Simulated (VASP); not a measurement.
# Cs11I12 (a cell with a defect) in VASP: further runs, part 2 of 2

VASP 6.6.1.

**3. Single point, PBEsol**

INCAR reads:

```
ALGO = Normal
EDIFF = 1E-6
ENCUT = 520
GGA = PS
ISIF = 2
ISMEAR = 0
LASPH = True
LCHARG = True
LELF = True
LREAL = Auto
LVHAR = True
LWAVE = False
NBANDS = 108
NELECT = 184.0
NELM = 100
PREC = Accurate
SIGMA = 0.05
```

KPOINTS reads:

```
k-points
0
Gamma
  2 2 2
```

POSCAR reads:

```
Cs11I12
1.0
   -4.5033237172      4.5033237172      9.0066474345
   -9.0066474345     -4.5033237172      4.5033237172
    4.5033237172     -4.5033237172      9.0066474345
Cs I
11 12
Direct
    0.4868704397      0.0000000000      0.4885326558
    0.7500000000      0.0000000000      0.7500000000
    0.0131295603      0.0000000000      0.0114673442
    0.9165987351      0.6668025298      0.2500000000
    0.1699869803      0.6833333014      0.4900914991
    0.4190243115      0.6619513769      0.7500000000
    0.6466797182      0.6833333014      0.0099085009
    0.5834012649      0.3331974702      0.2500000000
    0.8533202818      0.3166666986      0.4900914991
    0.0809756885      0.3380486231      0.7500000000
    0.3300130197      0.3166666986      0.0099085009
    0.9477490289      0.3455974921      0.1204544798
    0.2066534790      0.3455974921      0.3795455202
    0.4581624104      0.3337626732      0.6252845970
    0.7080749164      0.3337626732      0.8747154030
    0.6387542822      0.0000000000      0.1197057031
    0.8612457178      0.0000000000      0.3802942969
    0.1199250491      0.0000000000      0.6392763180
    0.3800749509      1.0000000000      0.8607236820
    0.2933465210      0.6544025079      0.1204544798
    0.5522509711      0.6544025079      0.3795455202
    0.7919250836      0.6662373268      0.6252845970
    0.0418375896      0.6662373268      0.8747154030
```

Potentials or basis: VASP PAW PBE potentials, release 64 (Cs_sv, I).

Command:

```console
> cat potpaw_PBE.64/Cs_sv/POTCAR potpaw_PBE.64/I/POTCAR > POTCAR
> mpirun -np 1 vasp_std > vasp.out
```

Run time: 18 min. Hardware: 1 thread of Intel Xeon Platinum 8488C (Sapphire Rapids), shared host; peak memory 1.3 GiB.

The run converged. Its results:

```yaml
Free_energy: -63.7862 eV
Largest_force: 0.022 eV/Å
```

Forces in eV/Å, atoms in the order of the input:
```
Cs  -0.003  0.003 -0.011
Cs   0.000  0.000  0.000
Cs   0.003 -0.003  0.011
Cs   0.000  0.000  0.000
Cs  -0.005  0.002 -0.002
Cs   0.015  0.015  0.000
Cs   0.002 -0.005  0.002
Cs   0.000  0.000  0.000
Cs  -0.002  0.005 -0.002
Cs  -0.015 -0.015  0.000
Cs   0.005 -0.002  0.002
I   -0.005  0.004  0.000
I    0.004 -0.005  0.000
I    0.006 -0.001  0.001
I   -0.001  0.006 -0.001
I   -0.001  0.001 -0.015
I    0.001 -0.001  0.015
I   -0.003  0.003 -0.004
I    0.003 -0.003  0.004
I   -0.004  0.005  0.000
I    0.005 -0.004  0.000
I    0.001 -0.006  0.001
I   -0.006  0.001 -0.001
```

Levels at points of the mesh, in eV from the Fermi level:
```csv
k point,band 89,band 90,band 91,band 92,band 93,band 94,band 95,band 96
"(0.00, 0.00, 0.00)",-0.40,-0.40,-0.40,-0.38,3.54,3.75,3.78,4.36
"(0.50, 0.00, 0.00)",-0.50,-0.49,-0.47,-0.45,4.18,4.25,4.41,4.45
"(0.00, 0.50, 0.00)",-0.46,-0.45,-0.45,-0.29,3.83,4.16,4.27,4.51
"(0.00, 0.00, 0.50)",-0.48,-0.45,-0.42,-0.39,4.30,4.36,4.36,4.37
"(0.50, 0.00, 0.50)",-0.51,-0.50,-0.46,-0.29,3.83,4.25,4.39,4.51
"(0.00, 0.50, 0.50)",-0.52,-0.52,-0.51,-0.45,4.35,4.35,4.35,4.47
```

Caveat: the cell carries a net charge on a neutralising background, which shifts energy and pressure; the cell is charged against a uniform background, so pressure and absolute levels hang on convention; the PAW data sets were made with another functional, which shifts forces and pressure a little; spin-orbit coupling is left out, which moves the levels of the heavy elements.

**4. Single point, PBEsol**

INCAR reads:

```
PREC = Accurate
ENCUT = 520
EDIFF = 1E-6
ISMEAR = 0
SIGMA = 0.05
LREAL = Auto
LASPH = T
NELM = 100
ALGO = Normal
ISIF = 2
LWAVE = F
LCHARG = T
GGA = PS
LELF = T
LVHAR = T
NBANDS = 108
NELECT = 184.0
```

KPOINTS reads:

```
Automatic mesh
0
Gamma
  2 2 2
```

POSCAR reads:

```
Cs11I12
1.0
   -4.5033237172      4.5033237172      9.0066474345
   -9.0066474345     -4.5033237172      4.5033237172
    4.5033237172     -4.5033237172      9.0066474345
Cs I
11 12
Direct
    0.5023578691     -0.0047157382      0.5000000000
    0.7300128082      0.0166665594      0.7599084739
   -0.0000676196      0.0001352392      0.0000000000
    0.9366538585      0.6500001072      0.2400915261
    0.1643087975      0.6713824049      0.5000000000
    0.4133460343      0.6500001072      0.7599084739
    0.6667342863      0.6665314274      0.0000000000
    0.5702025252      0.3333333333      0.2385316126
    0.8333333333      0.3333333333      0.5000000000
    0.0964641414      0.3333333333      0.7614683874
    0.2533206323      0.0166665594      0.2400915261
    0.9445791622      0.3333333333      0.1302952918
    0.2032562049      0.3333333333      0.3892797201
    0.4634104618      0.3333333333      0.6107202799
    0.7220875045      0.3333333333      0.8697047082
    0.6355826695     -0.0122622826      0.1295462624
    0.8752567007     -0.0004272172      0.3752848856
    0.1251705165     -0.0004272172      0.6247151144
    0.3766796131      0.9877377174      0.8704537376
    0.2899870536      0.6789289493      0.1295462624
    0.5414961502      0.6670938839      0.3752848856
    0.7914099659      0.6670938839      0.6247151144
    0.0310839972      0.6789289493      0.8704537376
```

Potentials or basis: VASP PAW PBE potentials, release 64 (Cs_sv, I).

Command:

```console
> cat potpaw_PBE.64/Cs_sv/POTCAR potpaw_PBE.64/I/POTCAR > POTCAR
> mpirun -np 1 vasp_std > vasp.out
```

OUTCAR:

```text
PREC = Accurate
   ENCUT = 520
   EDIFF = 1E-6
   ISMEAR = 0
   LREAL = Auto
   LASPH = T
   NELM = 100
   ISIF = 2
   GGA = PS
   NELECT = 184.0

 ion  position               nearest neighbor table
   1  0.502  0.995  0.500-
   2  0.730  0.017  0.760-
   3  1.000  0.000  0.000-
   4  0.937  0.650  0.240-
   5  0.164  0.671  0.500-
   6  0.413  0.650  0.760-
[... 885 lines left out ...]
  -------------------------------------------------------------------------------------
  Total        6.5486298      6.5486298      6.5282576      0.0390396      0.0196313     -0.0196316
  in kB        9.5737102      9.5737102      9.5439272      0.0570736      0.0286998     -0.0287003
  external PRESSURE =       9.5637825 kB  Pullay stress =       0.0000000 kB

 VOLUME and BASIS-vectors are now :
 -----------------------------------------------------------------------------
  energy-cutoff  :      520.00
  volume of cell :     1095.92
      direct lattice vectors                 reciprocal lattice vectors
    -4.503323717  4.503323717  9.006647434    -0.018504851  0.092524254  0.055514552
    -9.006647434 -4.503323717  4.503323717    -0.074019403 -0.074019403  0.000000000
     4.503323717 -4.503323717  9.006647434     0.055514552 -0.055514552  0.055514552

 POSITION                                       TOTAL-FORCE (eV/Angst)
 -----------------------------------------------------------------------------------
     -8.97479     -4.47147     13.50997         0.015254      0.015254      0.000000
     -0.01548     -0.20968     13.49425         0.002373     -0.005175      0.001733
     -4.50424      4.50241      9.00665        -0.000504     -0.000504     -0.000000
     -8.99117      0.20968     13.52569        -0.002373      0.005175     -0.001733
     -4.53518     -4.53518      9.00665        -0.015254     -0.015254     -0.000000
     -4.29364     -4.48784     13.49425         0.005175     -0.002373      0.001733
[... 15 lines left out ...]
     -6.75896     -2.25346     15.75868        -0.000703      0.006282     -0.001278
     -2.33492     -6.83739     11.17727        -0.005315      0.004294     -0.000413
 -----------------------------------------------------------------------------------
    total drift:                                0.000001      0.000002      0.000001

  FREE ENERGIE OF THE ION-ELECTRON SYSTEM (eV)
  ---------------------------------------------------
  free  energy   TOTEN  =       -63.7862134502 eV

  energy  without entropy=      -63.7862134502  energy(sigma->0) =      -63.78621345
```

stdout:

```text
POSCAR found type information on POSCAR CsI
 POSCAR found :  2 types and      23 ions
 scaLAPACK will be used
 -----------------------------------------------------------------------------
|                                                                             |
|                                                                             |
|     You enforced a specific xc type in the INCAR file but a different       |
|     I HOPE YOU KNOW WHAT YOU ARE DOING!                                     |
|                                                                             |
 -----------------------------------------------------------------------------

 LDA part: xc-table for (Slater+PW92), standard interpolation
 POSCAR, INCAR and KPOINTS ok, starting setup
 FFT: planning ... GRIDC
 FFT: planning ... GRID_SOFT
 FFT: planning ... GRID
 WAVECAR not read
 entering main loop
 the old and the new charge density differ
 old charge density:   183.00000 new  184.00000
    0.502E+00
```

It took 20 min on 1 thread of Intel Xeon Platinum 8488C (Sapphire Rapids), shared host; peak memory 1.3 GiB.

What came out:

```yaml
Free_energy: -63.7862 eV
Largest_force: 0.022 eV/Å
```

Forces in eV/Å, atoms in the order of the input:
```
Cs   0.015  0.015  0.000
Cs   0.002 -0.005  0.002
Cs  -0.001 -0.001  0.000
Cs  -0.002  0.005 -0.002
Cs  -0.015 -0.015  0.000
Cs   0.005 -0.002  0.002
Cs   0.001  0.001  0.000
Cs  -0.003  0.003 -0.011
Cs   0.000  0.000  0.000
Cs   0.003 -0.003  0.011
Cs  -0.005  0.002 -0.002
I    0.001 -0.001  0.015
I   -0.003  0.003 -0.004
I    0.003 -0.003  0.004
I   -0.001  0.001 -0.015
I    0.005 -0.004  0.000
I    0.001 -0.006  0.001
I   -0.006  0.001 -0.001
I   -0.004  0.005  0.000
I    0.004 -0.005  0.000
I    0.006 -0.001  0.001
I   -0.001  0.006 -0.001
I   -0.005  0.004  0.000
```

Caveat: the cell carries a net charge on a neutralising background, which shifts energy and pressure; the cell is charged against a uniform background, so pressure and absolute levels hang on convention; the PAW data sets were made with another functional, which shifts forces and pressure a little; spin-orbit coupling is left out, which moves the levels of the heavy elements.
